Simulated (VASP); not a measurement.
Wanted: the native input for a VASP 6.6.1 run.

```yaml
Task: single point
Functional: r2SCAN
Potentials_or_basis: VASP PAW PBE potentials, release 64 (C)
Cutoff: 520 eV
k_mesh: 18 × 18 × 42
Occupations: gaussian, width 0.1 eV
Spin: no spin polarisation
Dipole_correction: no
Further_INCAR_settings: ALGO = Normal; EDIFF = 1e-06; NBANDS = 8
```

Crystal: C.

```
CELL_PARAMETERS angstrom
3.79513 0.00000 0.00000
-1.89757 3.28668 0.00000
0.00000 0.00000 1.27458
ATOMIC_POSITIONS crystal
C 0.00000 0.00000 0.00000
```

One way to write it, as run:

POSCAR

```
C
1.0
    3.7951313859      0.0000000000      0.0000000000
   -1.8975656930      3.2866801909      0.0000000000
    0.0000000000      0.0000000000      1.2745838463
C
1
Direct
    0.0000000000      0.0000000000      0.0000000000
```

INCAR.step1

```
  ALGO = Normal
  EDIFF = 1E-4
  ENCUT = 520
  GGA = PE
  ISMEAR = 0
  LASPH = T
  LCHARG = F
  LREAL = F
  LWAVE = T
  NBANDS = 8
  NELM = 80
  PREC = Accurate
  SIGMA = 0.1
```

INCAR.step2

```
  ALGO = Normal
  EDIFF = 1E-6
  ENCUT = 520
  ISIF = 2
  ISMEAR = 0
  ISTART = 1
  LASPH = T
  LCHARG = T
  LELF = T
  LMIXTAU = T
  LREAL = F
  LVHAR = T
  LWAVE = F
  METAGGA = R2SCAN
  NBANDS = 8
  NELM = 80
  PREC = Accurate
  SIGMA = 0.1
```

KPOINTS

```
k-points
0
Gamma
  18 18 42
```

Potentials or basis: VASP PAW PBE potentials, release 64 (C).

Launch:

```console
$ cat potpaw_PBE.64/C/POTCAR > POTCAR
$ cp INCAR.step1 INCAR
$ mpirun -np 1 vasp_std > vasp.out
$ cp INCAR.step2 INCAR
$ mpirun -np 1 vasp_std > vasp.out
```

Results of the run:

```json
{"Pressure": "0.0 GPa", "Band gap on the k mesh": "zero (bands 2 and 3 overlap by 15.70 eV)"}
```

Caveat: the PAW data sets were made with another functional, which shifts forces and pressure a little.

It took 110 s on 1 thread of Intel(R) Xeon(R) 6975P-C (Granite Rapids) (shared host), peak memory 0.19 GiB.
